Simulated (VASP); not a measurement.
Input of a VASP 6.6.1 run:

INCAR

```
ALGO     = Fast           # electronic algorithm
EDIFF    = 1E-6           # SCF threshold, eV
ENCUT    = 520            # plane-wave cutoff, eV
GGA      = PS             # functional
ISIF     = 2              # what is computed and relaxed
ISMEAR   = -1             # smearing method
ISPIN    = 2              # spin polarisation
LASPH    = True           # aspherical terms in the spheres
LCHARG   = False          # write CHGCAR
LMAXMIX  = 4              # l up to which the mixer works
LORBIT   = 11             # projections on sites
LREAL    = False          # projectors in reciprocal space
LWAVE    = False          # write WAVECAR
MAGMOM   = 2 2            # initial moments
NBANDS   = 24             # bands
NELM     = 150            # most SCF steps
PREC     = Accurate       # precision mode
SIGMA    = 0.05           # smearing width, eV
```

KPOINTS

```
k-points
0
Gamma
  12 12 6
```

The input POSCAR:

```
V
1.0
    2.6553716605      0.0000000000      0.0000000000
   -1.3276858302      2.2996193144      0.0000000000
    0.0000000000      0.0000000000      4.8159739502
V
2
Direct
    0.3333333333      0.6666666667      0.2500000000
    0.6666666667      0.3333333333      0.7500000000
```

Potentials or basis: VASP PAW PBE potentials, release 64 (V_sv).

Command:

```sh
$ cat potpaw_PBE.64/V_sv/POTCAR > POTCAR
$ mpirun -np 1 vasp_std > vasp.out
```

(1) Estimate the band gap on the k mesh.

(2) Estimate the net moment.

(3) What does it give for the pressure?

Results:

(1) zero (filled and empty bands overlap).

(2) 0.00 μB per cell.

(3) -15.2 GPa.

Caveat: the cell stands under tension; the PAW data sets were made with another functional, which shifts forces and pressure a little.
